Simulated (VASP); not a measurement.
A run of VASP 6.6.1 is set up as follows.

Contents of INCAR:

```
PREC = Accurate ; ENCUT = 520
EDIFF = 1E-6 ; ISMEAR = 0
SIGMA = 0.05 ; LREAL = F
LASPH = T ; NELM = 100
ALGO = Normal ; ISIF = 2
LWAVE = F ; LCHARG = F
GGA = PE ; NBANDS = 24
```

The input KPOINTS:

```
regular mesh
0
Gamma
  9 9 4
```

Contents of POSCAR:

```
SrO
1.0
    3.5472592105      0.0000000000      0.0000000000
   -1.7736296053      3.0720165901      0.0000000000
    0.0000000000      0.0000000000      6.1908078759
Sr O
2 2
Direct
    0.3333333333      0.6666666667      0.2543289672
    0.6666666667      0.3333333333      0.7543289672
    0.0000000000      0.0000000000     -0.0237079882
    0.0000000000      0.0000000000      0.4762920118
```

Potentials or basis: VASP PAW PBE potentials, release 64 (Sr_sv, O).

Launch:

```sh
$ cat potpaw_PBE.64/Sr_sv/POTCAR potpaw_PBE.64/O/POTCAR > POTCAR
$ mpirun -np 1 vasp_std > vasp.out
```

(1) Estimate the largest force.

(2) What does it give for the pressure?

(3) Estimate the band gap on the k mesh.

Answers

(1) 0.451 eV/Å.

(2) 3.7 GPa.

(3) 3.25 eV, direct.
